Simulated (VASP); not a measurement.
Input of a VASP 6.6.1 run:

Contents of INCAR:

```
SYSTEM = Ga
PREC     = Accurate       ! precision mode
ENCUT    = 520            ! plane-wave cutoff, eV
EDIFF    = 1E-7           ! SCF threshold, eV
ISMEAR   = -1             ! smearing method
SIGMA    = 0.05           ! smearing width, eV
LREAL    = .FALSE.        ! projectors in reciprocal space
LASPH    = .TRUE.         ! aspherical terms in the spheres
NELM     = 100            ! most SCF steps
ALGO     = Normal         ! electronic algorithm
ISIF     = 2              ! what is computed and relaxed
LWAVE    = .FALSE.        ! write WAVECAR
LCHARG   = .FALSE.        ! write CHGCAR
GGA      = CA             ! functional
NBANDS   = 20             ! bands
```

The input KPOINTS:

```
regular mesh
0
G
  6 6 5
  0 0 0
```

The input POSCAR:

```
Ga
1.0
    1.4500000000     -4.0650000000      0.0000000000
    1.4500000000      4.0650000000      0.0000000000
    0.0000000000      0.0000000000      3.1700000000
Ga
2
Direct
    0.1330000000      0.8670000000      0.7500000000
    0.8670000000      0.1330000000      0.2500000000
```

Potentials or basis: VASP PAW LDA potentials, release 64 (Ga_d).

Command:

```console
$ cat potpaw_LDA.64/Ga_d/POTCAR > POTCAR
$ mpirun -np 1 vasp_std > vasp.out
```

Question: Predict the band gap on the k mesh.

Answer: Zero (band 13 reaches 10.48 eV, above the bottom of band 14 at 2.61 eV).

Question: What does it give for the pressure?

Answer: -3.6 GPa.

Question: Estimate the largest force.

Answer: 0.142 eV/Å.

Forces in eV/Å, atoms in the order of the input:
```
Ga   0.000 -0.142  0.000
Ga   0.000  0.142  0.000
```

Caveat: the k points lie up to 0.40 Å⁻¹ apart.
